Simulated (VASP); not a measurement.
# NbH2 (Fm-3m) in VASP: density of states with PBEsol

Aim: the density of states of NbH2 with PBEsol.

Program: VASP 6.6.1. These are calculated values, not measurements. Logs are shortened: lines on timing, memory, paths and dates and some standing lists are left out, and cuts for length are marked.

### 1 The cell of the first run

The structure is cubic, space group Fm-3m (No. 225). Conventional cell: a = 4.563 Å, b = 4.563 Å, c = 4.563 Å, α = 90.00°, β = 90.00°, γ = 90.00°. Nb (site symmetry m-3m) has 8 H at 1.98 Å within 2.6 Å. H (site symmetry -43m) has 4 Nb at 1.98 Å and 6 H at 2.28 Å within 2.6 Å.

### 2 Density of states, PBEsol

POSCAR reads:

```
NbH2
1.0
    3.2265280000      0.0000000000      0.0000000000
    1.6132640000      2.7942552140      0.0000000000
    1.6132640000      0.9314184047      2.6344490803
Nb H
1 2
Direct
    0.0000000000      0.0000000000      0.0000000000
    0.2500000000      0.2500000000      0.2500000000
    0.7500000000      0.7500000000      0.7500000000
```

INCAR.step1 reads:

```
SYSTEM = NbH2
ALGO = Normal
EDIFF = 1E-6
ENCUT = 520
GGA = PS
ISIF = 2
ISMEAR = -1
LASPH = .TRUE.
LCHARG = .TRUE.
LMAXMIX = 4
LREAL = .FALSE.
LWAVE = .FALSE.
NBANDS = 14
NELM = 60
PREC = Accurate
SIGMA = 0.1
```

KPOINTS.step1 reads:

```
k-points
0
G
  9 9 9
  0 0 0
```

INCAR.step2 reads:

```
SYSTEM = NbH2
ALGO = Normal
EDIFF = 1E-6
ENCUT = 520
GGA = PS
ICHARG = 11
ISIF = 2
ISMEAR = -5
LASPH = .TRUE.
LCHARG = .FALSE.
LMAXMIX = 4
LORBIT = 11
LREAL = .FALSE.
LWAVE = .FALSE.
NEDOS = 2001
NELM = 60
PREC = Accurate
SIGMA = 0.1
```

KPOINTS.step2 reads:

```
k-points
0
G
  14 14 14
  0 0 0
```

Potentials or basis: VASP PAW PBE potentials, release 64 (Nb_sv, H).

The run is started by

```bash
> cat potpaw_PBE.64/Nb_sv/POTCAR potpaw_PBE.64/H/POTCAR > POTCAR
> cp INCAR.step1 INCAR
> cp KPOINTS.step1 KPOINTS
> mpirun -np 1 vasp_std > vasp.out
> cp INCAR.step2 INCAR
> cp KPOINTS.step2 KPOINTS
> mpirun -np 1 vasp_std > vasp.out
```

OUTCAR:

```text
SYSTEM = NbH2
   EDIFF = 1E-6
   ENCUT = 520
   GGA = PS
   ICHARG = 11
   ISIF = 2
   ISMEAR = -5
   LASPH = .TRUE.
   LORBIT = 11
   LREAL = .FALSE.
   NELM = 60
   PREC = Accurate

 ion  position               nearest neighbor table
   1  0.000  0.000  0.000-
   2  0.250  0.250  0.250-
   3  0.750  0.750  0.750-

  LATTYP: Found a face centered cubic cell.
 ALAT       =     4.5629996569

  Lattice vectors:

 A1 = (   3.2265280000,   0.0000000000,   0.0000000000)
 A2 = (   1.6132640000,   2.7942552140,   0.0000000000)
 A3 = (   1.6132640000,   0.9314184047,   2.6344490803)

Analysis of symmetry for initial positions (statically):
=====================================================================
 Subroutine PRICEL returns:
 Original cell was already a primitive cell.

 Routine SETGRP: Setting up the symmetry group for a
 face centered cubic supercell.

 Subroutine GETGRP returns: Found 48 space group operations
 (whereof 48 operations were pure point group operations)
 out of a pool of 48 trial point group operations.

The static configuration has the point symmetry O_h .

Analysis of symmetry for dynamics (positions and initial velocities):
=====================================================================
 Subroutine PRICEL returns:
 Original cell was already a primitive cell.

 Routine SETGRP: Setting up the symmetry group for a
 face centered cubic supercell.

 Subroutine GETGRP returns: Found 48 space group operations
 (whereof 48 operations were pure point group operations)
 out of a pool of 48 trial point group operations.

The dynamic configuration has the point symmetry O_h .

 Subroutine INISYM returns: Found 48 space group operations
 (whereof 48 operations are pure point group operations),
 and found     1 'primitive' translations

----------------------------------------------------------------------------------------

                                     Primitive cell

  volume of cell :      23.7515

  direct lattice vectors                    reciprocal lattice vectors
     3.226528000  0.000000000  0.000000000     0.309930675 -0.178938558 -0.126528668
     1.613264000  2.794255214  0.000000000     0.000000000  0.357877117 -0.126528668
     1.613264000  0.931418405  2.634449080     0.000000000  0.000000000  0.379586004

  length of vectors
     3.226528000  3.226528000  3.226528000     0.379586004  0.379586004  0.379586004

  position of ions in fractional coordinates (direct lattice)
     0.000000000  0.000000000  0.000000000
     0.250000000  0.250000000  0.250000000
     0.750000000  0.750000000  0.750000000

  ion indices of the primitive-cell ions
   primitive index   ion index
                 1           1
                 2           2
                 3           3

----------------------------------------------------------------------------------------

 KPOINTS: k-points

Automatic generation of k-mesh.
 Grid dimensions read from file:
 generate k-points for:   14   14   14

 Generating k-lattice:

  Cartesian coordinates                     Fractional coordinates (reciprocal lattice)
     0.022137905 -0.012781326 -0.009037762     0.071428571  0.000000000  0.000000000
     0.000000000  0.025562651 -0.009037762     0.000000000  0.071428571  0.000000000
     0.000000000  0.000000000  0.027113286     0.000000000  0.000000000  0.071428571

  Length of vectors
     0.027113286  0.027113286  0.027113286

  Shift w.r.t. Gamma in fractional coordinates (k-lattice)
     0.000000000  0.000000000  0.000000000

 TETIRR: Found    389 inequivalent tetrahedra from    16464

 Subroutine IBZKPT returns following result:
 ===========================================

 Found    104 irreducible k-points:

 Following reciprocal coordinates:
            Coordinates               Weight
  0.000000  0.000000  0.000000      1.000000
  0.071429  0.000000  0.000000      8.000000
  0.142857 -0.000000  0.000000      8.000000
  0.214286  0.000000  0.000000      8.000000
  0.285714  0.000000  0.000000      8.000000
  0.357143  0.000000  0.000000      8.000000
[... 16 lines left out ...]
  0.214286  0.142857  0.000000     24.000000
  0.285714  0.142857  0.000000     24.000000
 [... further k-points ...]
   k-points           NKPTS =    104   k-points in BZ     NKDIM =    104   number of bands    NBANDS=     11
   number of dos      NEDOS =   2001   number of ions     NIONS =      3
   total plane-waves  NPLWV =  13824
   dimension x,y,z NGX =    24 NGY =   24 NGZ =   24
   dimension x,y,z NGXF=    48 NGYF=   48 NGZF=   48
   ions per type =               1   2
   NGX,Y,Z   is equivalent  to a cutoff of  12.37, 12.37, 12.37 a.u.
   NGXF,Y,Z  is equivalent  to a cutoff of  24.73, 24.73, 24.73 a.u.
 SYSTEM =  NbH2
   PREC   = accura    normal or accurate (medium, high low for compatibility)
   ISTART =      0    job   : 0-new  1-cont  2-samecut
   ICHARG =     11    charge: 1-file 2-atom 10-const
   ISPIN  =      1    spin polarized calculation?
   LNONCOLLINEAR =      F non collinear calculations
   LSORBIT =      F    spin-orbit coupling
   LASPH  =      T    aspherical Exc in radial PAW
   ENCUT  =  520.0 eV  38.22 Ry    6.18 a.u.   6.00  6.00  6.00*2*pi/ulx,y,z
   NELM   =     60;   NELMIN=  2; NELMDL=  0     # of ELM steps
   EDIFF  = 0.1E-05   stopping-criterion for ELM
   LREAL  =      F    real-space projection
[... 7 lines left out ...]
   TEBEG  =    0.0;   TEEND  =   0.0 temperature during run
   PSTRESS=    0.0 pullay stress
   NELECT =      15.0000    total number of electrons
   NUPDOWN=      -1.0000    fix difference up-down
   EMIN   =  10.00;   EMAX   =-10.00  energy-range for DOS
   EFERMI =   0.00;   METHOD = LEGACY
   ISMEAR =    -5;   SIGMA  =   0.10  broadening in eV -4-tet -1-fermi 0-gaus
   EFERMI_NEDOS =   21; number of points for ismear=-14 and -15
   IALGO  =     38    algorithm
   IMIX   =      4    mixing-type and parameters
     AMIX     =   0.40;   BMIX     =  1.00
     AMIX_MAG =   1.60;   BMIX_MAG =  1.00
  volume/ion in A,a.u.               =       7.92        53.43
  Fermi-wavevector in a.u.,A,eV,Ry     =   1.404564  2.654241 26.841567  1.972800
  Thomas-Fermi vector in A             =   2.527113
   LORBIT       =     11    0 simple, 1 ext, 2 COOP (PROOUT), +10 PAW based schemes
   GGA     = PS    functional components
   LHFCALC =     F    Hartree Fock is set to
   AEXX    =    0.0000 exact exchange contribution
   IVDW    =     0    specifies the selected vdW correction
   LEPSILON=     F    determine dielectric tensor
   LRPA    =     F    only Hartree local field effects (RPA)
 non-spin polarized calculation
 Fermi weights with tetrahedron method with Bloechl corrections
  energy-cutoff  :      520.00
  volume of cell :       23.75
 maximum number of plane-waves:       652

 number of electron      15.0000000 magnetization

 Free energy of the ion-electron system (eV)
  ---------------------------------------------------
  ext. energy  EPLUGINS =         0.00000000
  ---------------------------------------------------
  free energy    TOTEN  =       -18.48994134 eV

  energy without entropy =      -18.48994134  energy(sigma->0) =      -18.48994134

 E-fermi :   9.8583     XC(G=0): -12.1630

 val. band max:        9.9386053859   @ k =  -0.2143   0.2143   0.0000
 cond. band min:       9.8414091029   @ k =  -0.3571   0.2857   0.1429
 fundamental gap:     -0.0971962829
 Fermi energy:         9.8583221792

 k-point     1 :       0.0000    0.0000    0.0000
  band No.  band energies     occupation
      1     -45.4706      2.00000
      2     -21.2663      2.00000
      3     -21.2663      2.00000
      4     -21.2663      2.00000
      5      -0.8365      2.00000
      6       8.4800      2.00000
      7       8.4800      2.00000
      8       8.4800      2.00000
      9       8.7801      2.29470
     10      11.1086      0.00000
     11      11.1086      0.00000

 k-point     2 :       0.0714    0.0000    0.0000
  band No.  band energies     occupation
      1     -45.4664      2.00000
      2     -21.3023      2.00000
      3     -21.2707      2.00000
      4     -21.2707      2.00000
      5      -0.6968      2.00000
      6       7.2283      2.00000
      7       8.5514      2.00000
      8       8.5514      2.00000
      9      10.2030      0.07982
     10      11.0483      0.00000
     11      11.0483      0.00000

 k-point     3 :       0.1429   -0.0000    0.0000
  band No.  band energies     occupation
      1     -45.4546      2.00000
      2     -21.4018      2.00000
      3     -21.2829      2.00000
      4     -21.2829      2.00000
      5      -0.3002      2.00000
      6       6.0626      2.00000
      7       8.7283      2.00000
      8       8.7283      2.00000
      9      10.9331      0.00000
     10      10.9331      0.00000
     11      11.8528      0.00000

 k-point     4 :       0.2143    0.0000    0.0000
  band No.  band energies     occupation
      1     -45.4375      2.00000
      2     -21.5429      2.00000
      3     -21.3004      2.00000
      4     -21.3004      2.00000
      5       0.2746      2.00000
      6       5.1754      2.00000
      7       8.8886      2.00000
      8       8.8886      2.00000
      9      10.9418      0.00000
     10      10.9418      0.00000
     11      13.4193      0.00000

 k-point     5 :       0.2857    0.0000    0.0000
  band No.  band energies     occupation
      1     -45.4184      2.00000
      2     -21.6957      2.00000
      3     -21.3197      2.00000
      4     -21.3197      2.00000
      5       0.8759      2.00000
      6       4.6493      2.00000
      7       8.8968      2.00000
      8       8.8968      2.00000
      9      11.2416      0.00000
     10      11.2416      0.00000
     11      14.5302      0.00000
[... 211 lines left out ...]
 k-point    21 :      -0.0714    0.0714    0.0000
  band No.  band energies     occupation
      1     -45.4596      2.00000
      2     -21.3522      2.00000
      3     -21.2900      2.00000
      4     -21.2725      2.00000
      5      -0.4696      2.00000
      6       6.4455      2.00000
      7       8.6589      2.00000
      8       8.6801      2.00000
      9      10.8170      0.00000
     10      11.1091      0.00000
     11      11.2489      0.00000

 k-point    22 :       0.1429    0.1429   -0.0000
  band No.  band energies     occupation
      1     -45.4493      2.00000
      2     -21.4027      2.00000
      3     -21.3101      2.00000
      4     -21.3101      2.00000
      5      -0.1043      2.00000
      6       5.6091      2.00000
      7       8.9448      2.00000
      8       8.9448      2.00000
      9      10.1814     -0.08533
     10      11.3619      0.00000
     11      12.4139      0.00000

 k-point    23 :       0.2143    0.1429    0.0000
  band No.  band energies     occupation
      1     -45.4365      2.00000
      2     -21.4945      2.00000
      3     -21.3319      2.00000
      4     -21.3280      2.00000
      5       0.3544      2.00000
      6       4.9398      2.00000
      7       9.0938      2.00000
      8       9.1840      2.00000
      9       9.8882      0.21283
     10      11.4839      0.00000
     11      13.6097      0.00000

 k-point    24 :       0.2857    0.1429    0.0000
  band No.  band energies     occupation
      1     -45.4199      2.00000
      2     -21.6185      2.00000
      3     -21.3536      2.00000
      4     -21.3503      2.00000
      5       0.9542      2.00000
      6       4.3651      2.00000
      7       8.8090      2.00000
      8       9.3389      2.01774
      9      10.2232     -0.00035
     10      11.7101      0.00000
     11      14.9013      0.00000

 [... further k-points ...]

------------------------ aborting loop because EDIFF is reached ----------------------------------------

  FORCE on cell =-STRESS in cart. coord.  units (eV):
  Direction    XX          YY          ZZ          XY          YZ          ZX
  --------------------------------------------------------------------------------------
  -------------------------------------------------------------------------------------
  Total       -0.8660756     -0.8660756     -0.8660756     -0.0000000     -0.0000000      0.0000000
  in kB      -58.4218158    -58.4218158    -58.4218158     -0.0000000     -0.0000000      0.0000000
  external PRESSURE =     -58.4218158 kB  Pullay stress =       0.0000000 kB

 VOLUME and BASIS-vectors are now :
 -----------------------------------------------------------------------------
  energy-cutoff  :      520.00
  volume of cell :       23.75
      direct lattice vectors                 reciprocal lattice vectors
     3.226528000  0.000000000  0.000000000     0.309930675 -0.178938558 -0.126528668
     1.613264000  2.794255214  0.000000000     0.000000000  0.357877117 -0.126528668
     1.613264000  0.931418405  2.634449080     0.000000000  0.000000000  0.379586004

 POSITION                                       TOTAL-FORCE (eV/Angst)
 -----------------------------------------------------------------------------------
      0.00000      0.00000      0.00000        -0.000000      0.000000      0.000000
      1.61326      0.93142      0.65861         0.000000     -0.000000     -0.000000
      4.83979      2.79426      1.97584        -0.000000      0.000000      0.000000
 -----------------------------------------------------------------------------------
    total drift:                                0.000000     -0.000000     -0.000000

  FREE ENERGIE OF THE ION-ELECTRON SYSTEM (eV)
  ---------------------------------------------------
  free  energy   TOTEN  =       -18.4899413362 eV

  energy  without entropy=      -18.4899413362  energy(sigma->0) =      -18.48994134

 total charge

# of ion       s       p       d       tot
------------------------------------------
    1        2.133   6.017   2.519  10.669
    2        0.560   0.027   0.000   0.587
    3        0.560   0.027   0.000   0.587
--------------------------------------------------
tot          3.254   6.071   2.519  11.843
```

Run time: 20 s. Hardware: 1 thread of Intel Xeon Platinum 8259CL at 2.50GHz (Skylake/Cascade Lake), shared host; peak memory 0.16 GiB.

What came out:

- Valence electrons inside the program's atomic spheres: Nb 10.67; H 0.59

Levels at points of the mesh, in eV from the Fermi level:
```
           k point  band 6  band 7  band 8  band 9  band 10  band 11
(0.00, 0.00, 0.00)   -1.38   -1.38   -1.38   -1.08     1.25     1.25
(0.50, 0.00, 0.00)   -4.93   -1.23   -1.23    2.62     2.62     5.09
(0.50, 0.50, 0.00)   -5.00   -4.37    2.80    2.86     2.86     7.05
```

Caveat: the PAW data sets were made with another functional, which shifts forces and pressure a little; tetrahedron occupations give inexact forces and stress in metals.
